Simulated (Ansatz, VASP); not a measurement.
**Two plane-wave programs on AlGeIr3**

```
Al Ge Ir
1.0
     4.18374    0.00000    0.00000
    -2.09187    3.62322    0.00000
     0.00000    0.00000    5.35352
Al Ge Ir
1 1 3
Cartesian
  2.0919 1.2077 0.0000
  0.0000 2.4155 2.6768
  0.0000 0.0000 4.0923
  0.0000 0.0000 1.2613
  2.0919 1.2077 2.6768
```

Change from the starting cell: species swapped into the GaNi3As type (P-6m2, No. 187).

Alike in both runs: functional PBE; k mesh 12 × 12 × 8; occupations gaussian, width 0.1 eV; no spin polarisation.

Ansatz relaxed the structure, and its values are those at the end. VASP's run is a single point on that final structure, the one shown.

|  | VASP | Ansatz |
| --- | --- | --- |
| version | VASP 6.6.1 | Ansatz 0.2.0 |
| potentials or method | VASP PAW PBE potentials, release 64 (Al, Ge_d, Ir), cutoff 520 eV | scalar-relativistic, plane waves, PAW |
| valence electrons in the cell | 44 | 68 |

VASP gave:

* gap on the k mesh at the Fermi level (eV): none
* pressure (GPa): 0.3
* rms of the force components (eV/Å): 0.013

Which values does Ansatz return?

gap on the k mesh at the Fermi level (eV): none; pressure (GPa): 0.0; rms of the force components (eV/Å): 0.001.

A gap of «none» marks a metal or a gap that the smearing closes. The functional is the same, so the differences come from potentials, cutoffs and numerics. VASP's potentials hold 44 valence electrons a cell and Ansatz's 68, so a difference there can come from the potentials and not from the codes.

Neither program's run includes spin-orbit coupling.
